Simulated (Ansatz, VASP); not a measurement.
Two plane-wave programs on LiNbO3

```xyz
10
Lattice="2.6271 1.5168 4.6253 -2.6271 1.5168 4.6253 0.0000 -3.0335 4.6253" Properties=species:S:1:pos:R:3 pbc="T T T"
Li    0.0000    0.0000    4.1162
Li    0.0000    0.0000   11.0541
Nb    0.0000    0.0000    0.2274
Nb    0.0000    0.0000    7.1654
O    -0.6262   -1.4802    5.7223
O     1.5950    0.1978    5.7223
O    -0.9688    1.2825    5.7223
O    -1.6583   -0.2343    8.0349
O     0.6262    1.5533    8.0349
O     1.0321   -1.3190    8.0349
```

Alike in both runs: functional PBE; k mesh 5 × 5 × 5; no spin polarisation.

Ansatz relaxed the structure, and its values are those at the end. VASP's run is a single point on that final structure, the one shown.

|  | VASP | Ansatz |
| --- | --- | --- |
| version | VASP 6.6.1 | Ansatz 0.2.0 |
| potentials or method | VASP PAW PBE potentials, release 64 (Li_sv, Nb_sv, O) | scalar-relativistic, plane waves, PAW |
| plane-wave cutoff (eV) | 520 | 420 |
| occupations | gaussian, width 0.01 eV | fixed |
| valence electrons in the cell | 68 | 68 |

|  | VASP | Ansatz | Ansatz less VASP |
| --- | --- | --- | --- |
| gap on the k mesh at the Fermi level (eV) | 3.52 | 3.53 | +0.013 |
| least direct gap on the mesh (eV) | 3.55 | 3.56 | +0.011 |
| rms of the force components (eV/Å) | 0.008 | 0.001 | -0.0077 |

Ansatz's warnings: stress scf threshold loose.

Noted on VASP's run: the cutoff is short for stress, so the pressure is rough.
